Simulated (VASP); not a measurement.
## K16H (a cell with a defect): single point with PBE

System: K16H (a cell with a defect).

```
CELL_PARAMETERS angstrom
10.56526 0.00000 0.00000
0.00000 10.56526 0.00000
0.00000 0.00000 10.56526
ATOMIC_POSITIONS crystal
K 0.03235 0.02871 0.99999
K 0.44721 0.02175 0.00002
K 0.00346 0.47101 0.99989
K 0.00825 0.00584 0.50005
K 0.25624 0.25544 0.23992
K 0.50961 0.50913 0.99991
K 0.48846 0.98768 0.50000
K 0.73809 0.23711 0.24979
K 0.98935 0.48745 0.50000
K 0.23890 0.73481 0.24973
K 0.25623 0.25547 0.76011
K 0.50659 0.50481 0.49994
K 0.75954 0.76308 0.23675
K 0.73804 0.23713 0.75008
K 0.23897 0.73480 0.75008
K 0.75951 0.76309 0.76315
H 0.24057 0.17535 0.00001
```

| Quantity | Value |
| --- | --- |
| Program | VASP 6.6.1 |
| Task | single point |
| Functional | PBE |
| Potentials or basis | VASP PAW PBE potentials, release 64 (K_sv, H) |
| Cutoff | 400 eV |
| k mesh | 2 × 2 × 2, shifted |
| Occupations | gaussian, width 0.1 eV |
| Spin | no spin polarisation |

```yaml
Pressure: 0.0 GPa
Largest_force: 0.057 eV/Å
Band_gap_on_the_k_mesh: zero (an odd number of electrons rules out a gap without spin polarisation)
```

Forces in eV/Å, atoms in the order of the input:
```
K   -0.001 -0.008  0.000
K    0.049 -0.029  0.000
K   -0.029  0.044  0.000
K    0.001  0.000  0.000
K   -0.004  0.002 -0.007
K   -0.006 -0.004  0.000
K   -0.001  0.003  0.000
K    0.005 -0.002 -0.006
K   -0.006  0.002  0.000
K    0.001 -0.002  0.003
K   -0.003  0.001  0.007
K    0.006 -0.001  0.000
K   -0.006  0.010 -0.005
K    0.005 -0.002  0.006
K    0.001 -0.001 -0.002
K   -0.006  0.010  0.006
H   -0.006 -0.024  0.000
```

Levels at points of the mesh, in eV from the Fermi level:
| k point | band 68 | band 69 | band 70 | band 71 | band 72 | band 73 | band 74 | band 75 | band 76 | band 77 |
| --- | --- | --- | --- | --- | --- | --- | --- | --- | --- | --- |
| (0.25, 0.25, 0.25) | -1.24 | -1.01 | -0.58 | -0.56 | -0.37 | 0.05 | 0.07 | 0.08 | 0.26 | 0.61 |

Run time: 4.2 min on 1 thread of Intel(R) Xeon(R) 6975P-C (Granite Rapids), with other jobs on the host, peak memory 0.74 GiB.
